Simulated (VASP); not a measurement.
A run of VASP 6.6.1 is set up as follows.

Contents of POSCAR:

```
ScAl
1.0
    3.3703489700      0.0000000000      0.0000000000
    0.0000000000      3.3703489700      0.0000000000
    0.0000000000      0.0000000000      3.3703489700
Sc Al
1 1
Direct
    0.5000000000      0.5000000000      0.5000000000
    0.0000000000      0.0000000000      0.0000000000
```

The input INCAR.step1:

```
  PREC = Accurate
  ENCUT = 520
  ISMEAR = 0
  SIGMA = 0.1
  LREAL = False
  LASPH = True
  NELM = 80
  NBANDS = 14
  GGA = PE
  ALGO = Normal
  EDIFF = 1E-4
  LWAVE = True
  LCHARG = False
```

The input INCAR.step2:

```
  PREC = Accurate
  ENCUT = 520
  EDIFF = 1E-6
  ISMEAR = 0
  SIGMA = 0.1
  LREAL = False
  LASPH = True
  NELM = 80
  ALGO = Normal
  ISIF = 2
  LWAVE = False
  LCHARG = False
  METAGGA = R2SCAN
  LMIXTAU = True
  NBANDS = 14
  ISTART = 1
```

Contents of KPOINTS:

```
Automatic mesh
0
Gamma
  12 12 12
```

Potentials or basis: VASP PAW PBE potentials, release 64 (Sc_sv, Al).

The run is started by

```console
$ cat potpaw_PBE.64/Sc_sv/POTCAR potpaw_PBE.64/Al/POTCAR > POTCAR
$ cp INCAR.step1 INCAR
$ mpirun -np 1 vasp_std > vasp.out
$ cp INCAR.step2 INCAR
$ mpirun -np 1 vasp_std > vasp.out
```

Problem. Estimate the band gap on the k mesh.

Solution. Zero (band 7 reaches 6.55 eV, above the bottom of band 8 at 5.28 eV).

Problem. Estimate the pressure.

Solution. 0.1 GPa.

Caveat: the PAW data sets were made with another functional, which shifts forces and pressure a little.
